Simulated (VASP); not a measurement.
Input of a VASP 6.6.1 run:

The input INCAR:

```
SYSTEM = Si16As
ALGO = Normal
EDIFF = 1E-6
ENCUT = 520
GGA = PE
ISIF = 2
ISMEAR = 0
ISPIN = 2
LASPH = .True.
LCHARG = .True.
LELF = .True.
LORBIT = 11
LREAL = Auto
LVHAR = .True.
LWAVE = .False.
MAGMOM = 0 0 0 0 0 0 0 0 0 0 0 0 0 0 0 0 0
NBANDS = 52
NELM = 150
PREC = Accurate
SIGMA = 0.02
```

File KPOINTS:

```
k-points
0
Gamma
  2 2 2
  0 0 0
```

The input POSCAR:

```
Si16As
1.0
    0.0000000000      5.4300000000      5.4300000000
    5.4300000000      0.0000000000      5.4300000000
    5.4300000000      5.4300000000      0.0000000000
Si As
16 1
Direct
   -0.0235209024     -0.0230599448      0.0711610497
    0.1272011971      0.1278422652      0.1388330571
    0.0132405157      0.0134103131      0.5117972376
    0.1019009208      0.1021631676      0.6953697974
    0.0175717311      0.4981590239     -0.0125595764
    0.1271988029      0.6076317680      0.1387266114
    0.0128267035      0.4632786372      0.5117230203
    0.1618547882      0.6120641805      0.6144717311
    0.4974724678      0.0182748619     -0.0126586556
    0.6072182320      0.1276703499      0.1385243094
    0.4628817680      0.0130506446      0.5114403315
    0.6115709945      0.1627494475      0.6144151934
    0.4975591160      0.4980283610     -0.0128003683
    0.6483500921      0.6490224678      0.0546823204
    0.5228769797      0.5237497238      0.4305340700
    0.6121341621      0.6118822284      0.6141905157
    0.8121167587      0.8133633517      0.5631515654
```

Potentials or basis: VASP PAW PBE potentials, release 64 (Si, As).

Command:

```console
$ cat potpaw_PBE.64/Si/POTCAR potpaw_PBE.64/As/POTCAR > POTCAR
$ mpirun -np 1 vasp_std > vasp.out
```

Q: Estimate the pressure.

A: 5.4 GPa.

Q: Predict the largest force.

A: 0.039 eV/Å.

Q: What does it give for the net moment?

A: 0.00 μB per cell.

Forces in eV/Å, atoms in the order of the input:
```
Si  -0.008 -0.007  0.007
Si  -0.004 -0.004 -0.006
Si   0.007  0.008  0.029
Si  -0.012 -0.014  0.014
Si   0.003 -0.005 -0.002
Si   0.007 -0.005  0.002
Si  -0.033  0.013 -0.006
Si  -0.013  0.035  0.012
Si  -0.007  0.006 -0.002
Si  -0.004  0.004  0.003
Si   0.015 -0.035 -0.009
Si   0.033 -0.013  0.007
Si   0.003  0.005  0.004
Si   0.010  0.008 -0.010
Si   0.012  0.014 -0.014
Si  -0.006 -0.010 -0.031
As  -0.004  0.000  0.001
```

Caveat: the k points lie up to 0.50 Å⁻¹ apart; no moment was typed at the start, so none could form.
